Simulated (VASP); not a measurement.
# LiSb2 (I4/mmm) in VASP: single point with PBE

Aim: the single point of LiSb2 with PBE.

Program: VASP 6.6.1. These are calculated values, not measurements. Logs are shortened: lines on timing, memory, paths and dates and some standing lists are left out, and cuts for length are marked.

## (1) The cell of the first run

Symmetry: I4/mmm, No. 139, tetragonal system. Conventional cell: a = 4.096 Å, b = 4.096 Å, c = 9.696 Å, α = 90.00°, β = 90.00°, γ = 90.00°. Within 3.9 Å of Li (site symmetry 4/mmm) lie 10 Sb at 2.93 to 3.47 Å. Within 3.9 Å of Sb (site symmetry 4mm) lie 5 Li at 2.93 to 3.47 Å and 5 Sb at 3.07 to 3.83 Å.

## (2) Single point, PBE

Contents of POSCAR:

```
LiSb2
1.0
   -2.0477767137      2.0477767137      4.8482084139
    2.0477767137     -2.0477767137      4.8482084139
    2.0477767137      2.0477767137     -4.8482084139
Li Sb
1 2
Direct
    0.5000000000      0.5000000000      0.0000000000
    0.1973678895      0.1973678895      0.0000000000
    0.8026321105      0.8026321105      0.0000000000
```

Contents of INCAR.step1:

```
SYSTEM = LiSb2
PREC = Accurate
ENCUT = 520
EDIFF = 1E-6
ISMEAR = 0
SIGMA = 0.1
LREAL = .False.
LASPH = .True.
NELM = 100
ALGO = Normal
ISIF = 2
LWAVE = .False.
LCHARG = .True.
GGA = PE
NBANDS = 14
```

Contents of KPOINTS.step1:

```
regular mesh
0
Gamma
  16 16 16
  0 0 0
```

Contents of INCAR.step2:

```
SYSTEM = LiSb2
PREC = Accurate
ENCUT = 520
EDIFF = 1E-6
ISMEAR = -5
SIGMA = 0.1
LREAL = .False.
LASPH = .True.
NELM = 100
ALGO = Normal
ISIF = 2
LWAVE = .False.
LCHARG = .False.
GGA = PE
LORBIT = 11
NBANDS = 14
NEDOS = 2001
ICHARG = 11
```

Contents of KPOINTS.step2:

```
regular mesh
0
Gamma
  24 24 24
  0 0 0
```

Potentials or basis: VASP PAW PBE potentials, release 64 (Li_sv, Sb).

Run with:

```console
$ cat potpaw_PBE.64/Li_sv/POTCAR potpaw_PBE.64/Sb/POTCAR > POTCAR
$ cp INCAR.step1 INCAR
$ cp KPOINTS.step1 KPOINTS
$ mpirun -np 1 vasp_std > vasp.out
$ cp INCAR.step2 INCAR
$ cp KPOINTS.step2 KPOINTS
$ mpirun -np 1 vasp_std > vasp.out
```

OUTCAR:

```text
SYSTEM = LiSb2
   PREC = Accurate
   ENCUT = 520
   EDIFF = 1E-6
   ISMEAR = -5
   LREAL = .False.
   LASPH = .True.
   NELM = 100
   ISIF = 2
   GGA = PE
   LORBIT = 11
   ICHARG = 11

 ion  position               nearest neighbor table
   1  0.500  0.500  0.000-   2 2.93   3 2.93
   2  0.197  0.197  0.000-   1 2.93   3 3.07   3 3.07   3 3.07   3 3.07
   3  0.803  0.803  0.000-   1 2.93   2 3.07   2 3.07   2 3.07   2 3.07

  LATTYP: Found a body centered tetragonal cell.
 ALAT       =     4.0955534274
 C/A-ratio  =     2.3675473900

  Lattice vectors:

 A1 = (  -2.0477767137,   2.0477767137,   4.8482084139)
 A2 = (   2.0477767137,  -2.0477767137,   4.8482084139)
 A3 = (   2.0477767137,   2.0477767137,  -4.8482084139)

Analysis of symmetry for initial positions (statically):
=====================================================================
 Subroutine PRICEL returns:
 Original cell was already a primitive cell.

 Routine SETGRP: Setting up the symmetry group for a
 body centered tetragonal supercell.

 Subroutine GETGRP returns: Found 16 space group operations
 (whereof 16 operations were pure point group operations)
 out of a pool of 16 trial point group operations.

The static configuration has the point symmetry D_4h.

Analysis of symmetry for dynamics (positions and initial velocities):
=====================================================================
 Subroutine PRICEL returns:
 Original cell was already a primitive cell.

 Routine SETGRP: Setting up the symmetry group for a
 body centered tetragonal supercell.

 Subroutine GETGRP returns: Found 16 space group operations
 (whereof 16 operations were pure point group operations)
 out of a pool of 16 trial point group operations.

The dynamic configuration has the point symmetry D_4h.

 Subroutine INISYM returns: Found 16 space group operations
 (whereof 16 operations are pure point group operations),
 and found     1 'primitive' translations

----------------------------------------------------------------------------------------

                                     Primitive cell

  volume of cell :      81.3217

  direct lattice vectors                    reciprocal lattice vectors
    -2.047776714  2.047776714  4.848208414     0.000000000  0.244167246  0.103130880
     2.047776714 -2.047776714  4.848208414     0.244167246  0.000000000  0.103130880
     2.047776714  2.047776714 -4.848208414     0.244167246  0.244167246  0.000000000

  length of vectors
     5.647291719  5.647291719  5.647291719     0.265053999  0.265053999  0.345304630

  position of ions in fractional coordinates (direct lattice)
     0.500000000  0.500000000  0.000000000
     0.197367890  0.197367890  0.000000000
     0.802632110  0.802632110  0.000000000

  ion indices of the primitive-cell ions
   primitive index   ion index
                 1           1
                 2           2
                 3           3

----------------------------------------------------------------------------------------

 KPOINTS: regular mesh

Automatic generation of k-mesh.
 Grid dimensions read from file:
 generate k-points for:   24   24   24

 Generating k-lattice:

  Cartesian coordinates                     Fractional coordinates (reciprocal lattice)
     0.000000000  0.010173635  0.004297120     0.041666667  0.000000000 -0.000000000
     0.010173635  0.000000000  0.004297120     0.000000000  0.041666667 -0.000000000
     0.010173635  0.010173635  0.000000000     0.000000000  0.000000000  0.041666667

  Length of vectors
     0.011043917  0.011043917  0.014387693

  Shift w.r.t. Gamma in fractional coordinates (k-lattice)
     0.000000000  0.000000000  0.000000000

 TETIRR: Found  17515 inequivalent tetrahedra from    82944

 Subroutine IBZKPT returns following result:
 ===========================================

 Found   1063 irreducible k-points:

 Following reciprocal coordinates:
            Coordinates               Weight
  0.000000  0.000000  0.000000      1.000000
  0.041667  0.000000 -0.000000      8.000000
  0.083333  0.000000 -0.000000      8.000000
  0.125000  0.000000 -0.000000      8.000000
  0.166667  0.000000 -0.000000      8.000000
  0.208333  0.000000 -0.000000      8.000000
[... 16 lines left out ...]
  0.416667  0.041667 -0.000000     16.000000
  0.458333  0.041667 -0.000000     16.000000
 [... further k-points ...]
   k-points           NKPTS =   1063   k-points in BZ     NKDIM =   1063   number of bands    NBANDS=     14
   number of dos      NEDOS =   2001   number of ions     NIONS =      3
   total plane-waves  NPLWV =  74088
   dimension x,y,z NGX =    42 NGY =   42 NGZ =   42
   dimension x,y,z NGXF=    84 NGYF=   84 NGZF=   84
   ions per type =               1   2
   NGX,Y,Z   is equivalent  to a cutoff of  12.36, 12.36, 12.36 a.u.
   NGXF,Y,Z  is equivalent  to a cutoff of  24.73, 24.73, 24.73 a.u.
 SYSTEM =  LiSb2
   PREC   = accura    normal or accurate (medium, high low for compatibility)
   ISTART =      0    job   : 0-new  1-cont  2-samecut
   ICHARG =     11    charge: 1-file 2-atom 10-const
   ISPIN  =      1    spin polarized calculation?
   LNONCOLLINEAR =      F non collinear calculations
   LSORBIT =      F    spin-orbit coupling
   LASPH  =      T    aspherical Exc in radial PAW
   ENCUT  =  520.0 eV  38.22 Ry    6.18 a.u.  10.50 10.50 10.50*2*pi/ulx,y,z
   NELM   =    100;   NELMIN=  2; NELMDL=  0     # of ELM steps
   EDIFF  = 0.1E-05   stopping-criterion for ELM
   LREAL  =      F    real-space projection
   EDIFFG = 0.1E-04   stopping-criterion for IOM
   NSW    =      0    number of steps for IOM
   IBRION =     -1    ionic relax: 0-MD 1-quasi-New 2-CG
   NFREE  =      0    steps in history (QN), initial steepest desc. (CG)
   ISIF   =      2    stress and relaxation
   ISYM   =      2    0-nonsym 1-usesym 2-fastsym
   POTIM  = 0.5000    time-step for ionic-motion
   TEBEG  =    0.0;   TEEND  =   0.0 temperature during run
   PSTRESS=    0.0 pullay stress
   NELECT =      13.0000    total number of electrons
   NUPDOWN=      -1.0000    fix difference up-down
   EMIN   =  10.00;   EMAX   =-10.00  energy-range for DOS
   EFERMI =   0.00;   METHOD = LEGACY
   ISMEAR =    -5;   SIGMA  =   0.10  broadening in eV -4-tet -1-fermi 0-gaus
   EFERMI_NEDOS =   21; number of points for ismear=-14 and -15
   IALGO  =     38    algorithm
   IMIX   =      4    mixing-type and parameters
     AMIX     =   0.40;   BMIX     =  1.00
     AMIX_MAG =   1.60;   BMIX_MAG =  1.00
  volume/ion in A,a.u.               =      27.11       182.93
  Fermi-wavevector in a.u.,A,eV,Ry     =   0.888493  1.679007 10.740698  0.789419
  Thomas-Fermi vector in A             =   2.009929
   LORBIT       =     11    0 simple, 1 ext, 2 COOP (PROOUT), +10 PAW based schemes
   GGA     = PE    functional components
   LHFCALC =     F    Hartree Fock is set to
   AEXX    =    0.0000 exact exchange contribution
   IVDW    =     0    specifies the selected vdW correction
   LEPSILON=     F    determine dielectric tensor
   LRPA    =     F    only Hartree local field effects (RPA)
 non-spin polarized calculation
 Fermi weights with tetrahedron method with Bloechl corrections
  energy-cutoff  :      520.00
  volume of cell :       81.32
 maximum number of plane-waves:      2219
 NGX is ok and might be reduce to    42

 number of electron      12.9999999 magnetization

 Free energy of the ion-electron system (eV)
  ---------------------------------------------------
  ext. energy  EPLUGINS =         0.00000000
  ---------------------------------------------------
  free energy    TOTEN  =       -10.57829847 eV

  energy without entropy =      -10.57829847  energy(sigma->0) =      -10.57829847

 E-fermi :   5.5144     XC(G=0):  -8.8386

 val. band max:        5.5457316585   @ k =  -0.3333  -0.4167   0.2083
 cond. band min:       5.4520269051   @ k =  -0.3333   0.3333   0.3333
 fundamental gap:     -0.0937047534
 Fermi energy:         5.5144403991

 k-point     1 :       0.0000    0.0000    0.0000
  band No.  band energies     occupation
      1     -41.8218      2.00000
      2      -6.3320      2.00000
      3      -0.5089      2.00000
      4       3.3989      2.00000
      5       3.3989      2.00000
      6       3.4692      2.00000
      7       3.8306      2.00000
      8       8.1235      0.00000
      9       8.1235      0.00000
     10       8.7740      0.00000
     11       8.9920      0.00000
     12      11.4377      0.00000
     13      11.8829      0.00000
     14      11.8829      0.00000

 k-point     2 :       0.0417    0.0000   -0.0000
  band No.  band energies     occupation
      1     -41.8218      2.00000
      2      -6.3162      2.00000
      3      -0.5482      2.00000
      4       3.0757      2.00000
      5       3.4145      2.00000
      6       3.7421      2.00000
      7       3.9098      2.00000
      8       7.9075      0.00000
      9       8.1245      0.00000
     10       8.9538      0.00000
     11       9.0561      0.00000
     12      11.4398      0.00000
     13      11.7465      0.00000
     14      11.9011      0.00000

 k-point     3 :       0.0833    0.0000   -0.0000
  band No.  band energies     occupation
      1     -41.8218      2.00000
      2      -6.2688      2.00000
      3      -0.6657      2.00000
      4       2.7474      2.00000
      5       3.4611      2.00000
      6       3.8374      2.00000
      7       4.2269      2.00000
      8       7.5284      0.00000
      9       8.1232      0.00000
     10       9.2195      0.00000
     11       9.2620      0.00000
     12      11.3094      0.00000
     13      11.4271      0.00000
     14      12.1065      0.00000

 k-point     4 :       0.1250    0.0000   -0.0000
  band No.  band energies     occupation
      1     -41.8218      2.00000
      2      -6.1900      2.00000
      3      -0.8593      2.00000
      4       2.4683      2.00000
      5       3.5388      2.00000
      6       3.8991      2.00000
      7       4.5743      2.00000
      8       7.1548      0.00000
      9       8.1055      0.00000
     10       9.4594      0.00000
     11       9.5816      0.00000
     12      11.0194      0.00000
     13      11.0610      0.00000
     14      12.5476      0.00000

 k-point     5 :       0.1667    0.0000   -0.0000
  band No.  band energies     occupation
      1     -41.8218      2.00000
      2      -6.0800      2.00000
      3      -1.1222      2.00000
      4       2.2506      2.00000
      5       3.6472      2.00000
      6       3.9469      2.00000
      7       4.9006      2.00000
      8       6.8459      0.00000
      9       8.0471      0.00000
     10       9.6693      0.00000
     11      10.0006      0.00000
[... 276 lines left out ...]
 k-point    22 :       0.3750    0.0417   -0.0000
  band No.  band energies     occupation
      1     -41.8217      2.00000
      2      -5.0474      2.00000
      3      -3.0019      2.00000
      4       1.9144      2.00000
      5       3.4586      2.00000
      6       4.4226      2.00000
      7       6.3039      0.00000
      8       6.5273      0.00000
      9       7.3688      0.00000
     10       9.0713      0.00000
     11      10.2166      0.00000
     12      11.0713      0.00000
     13      11.4026      0.00000
     14      13.3441      0.00000

 k-point    23 :       0.4167    0.0417   -0.0000
  band No.  band energies     occupation
      1     -41.8217      2.00000
      2      -4.7630      2.00000
      3      -3.3862      2.00000
      4       1.9833      2.00000
      5       3.2714      2.00000
      6       4.6834      2.00000
      7       6.0752     -0.05557
      8       6.6366      0.00000
      9       7.4984      0.00000
     10       8.9558      0.00000
     11      10.2085      0.00000
     12      10.9411      0.00000
     13      11.3091      0.00000
     14      13.5373      0.00000

 k-point    24 :       0.4583    0.0417   -0.0000
  band No.  band energies     occupation
      1     -41.8217      2.00000
      2      -4.4619      2.00000
      3      -3.7482      2.00000
      4       2.0649      2.00000
      5       3.1159      2.00000
      6       4.9648      2.00000
      7       5.7443      0.03634
      8       6.8237      0.00000
      9       7.4988      0.00000
     10       8.9610      0.00000
     11      10.0397      0.00000
     12      10.9199      0.00000
     13      11.3270      0.00000
     14      13.3446      0.00000

 [... further k-points ...]

------------------------ aborting loop because EDIFF is reached ----------------------------------------

  FORCE on cell =-STRESS in cart. coord.  units (eV):
  Direction    XX          YY          ZZ          XY          YZ          ZX
  --------------------------------------------------------------------------------------
  -------------------------------------------------------------------------------------
  Total       -0.0052013     -0.0052013      0.0408667      0.0000000     -0.0000000      0.0000000
  in kB       -0.1024741     -0.1024741      0.8051437      0.0000000     -0.0000000      0.0000000
  external PRESSURE =       0.2000652 kB  Pullay stress =       0.0000000 kB

 VOLUME and BASIS-vectors are now :
 -----------------------------------------------------------------------------
  energy-cutoff  :      520.00
  volume of cell :       81.32
      direct lattice vectors                 reciprocal lattice vectors
    -2.047776714  2.047776714  4.848208414     0.000000000  0.244167246  0.103130880
     2.047776714 -2.047776714  4.848208414     0.244167246  0.000000000  0.103130880
     2.047776714  2.047776714 -4.848208414     0.244167246  0.244167246  0.000000000

 POSITION                                       TOTAL-FORCE (eV/Angst)
 -----------------------------------------------------------------------------------
      0.00000      0.00000      4.84821        -0.000000     -0.000000     -0.000000
      0.00000      0.00000      1.91376        -0.000000     -0.000000     -0.014517
      0.00000      0.00000      7.78266         0.000000      0.000000      0.014517
 -----------------------------------------------------------------------------------
    total drift:                               -0.000000     -0.000000     -0.000000

  FREE ENERGIE OF THE ION-ELECTRON SYSTEM (eV)
  ---------------------------------------------------
  free  energy   TOTEN  =       -10.5782984716 eV

  energy  without entropy=      -10.5782984716  energy(sigma->0) =      -10.57829847

 total charge

# of ion       s       p       d       tot
------------------------------------------
    1        2.011   0.034   0.000   2.045
    2        1.213   1.147   0.031   2.391
    3        1.213   1.147   0.031   2.391
--------------------------------------------------
tot          4.437   2.328   0.062   6.827
```

Run time: 15 min. Hardware: 1 thread of AMD EPYC 9R45 (Zen 5), shared host; peak memory 1.1 GiB.

What came out:

```yaml
Valence_electrons_inside_the_program's_atomic_spheres: Li 2.04; Sb 2.39
```

Caveat: the cutoff is under 1.25 times the usual one of these potentials, so pressure, stress and relaxed cells hold a basis-set (Pulay) error; spin-orbit coupling is left out, which moves the levels of the heavy elements.
